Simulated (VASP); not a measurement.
A run of VASP 6.6.1 is set up as follows.

INCAR

```
PREC     = Accurate       # precision mode
ENCUT    = 520            # plane-wave cutoff, eV
EDIFF    = 1E-7           # SCF threshold, eV
ISMEAR   = 0              # smearing method
SIGMA    = 0.15           # smearing width, eV
LREAL    = F              # projectors in reciprocal space
LASPH    = T              # aspherical terms in the spheres
NELM     = 100            # most SCF steps
ALGO     = Normal         # electronic algorithm
ISIF     = 2              # what is computed and relaxed
LWAVE    = F              # write WAVECAR
LCHARG   = T              # write CHGCAR
GGA      = PE             # functional
LELF     = T              # ELF
LVHAR    = T            
NBANDS   = 9              # bands
```

KPOINTS

```
Automatic mesh
0
Gamma
  15 15 15
```

Contents of POSCAR:

```
Te
1.0
    2.1897655617      1.3134001201      1.8460290148
   -2.3599859155      1.3134001201      2.0582749212
   -0.0851101769     -2.6268002401      1.9521519680
Te
1
Direct
    0.5000000000      0.5000000000      0.5000000000
```

Potentials or basis: VASP PAW PBE potentials, release 64 (Te).

Command:

```console
$ cat potpaw_PBE.64/Te/POTCAR > POTCAR
$ mpirun -np 1 vasp_std > vasp.out
```

Task: Predict the band gap on the k mesh.

Result: Zero (bands 3 and 4 overlap by 4.26 eV).

Task: Predict the pressure.

Result: -2.6 GPa.

Stress tensor (GPa, compression positive):
```
-2.28  0.64  1.48
 0.64 -2.42  0.15
 1.48  0.15 -3.00
```

Caveat: the cell differs from its parent crystal (engineering shear strain xz -0.0933, normal strain along z +0.0700); spin-orbit coupling is left out, which moves the levels of the heavy elements.
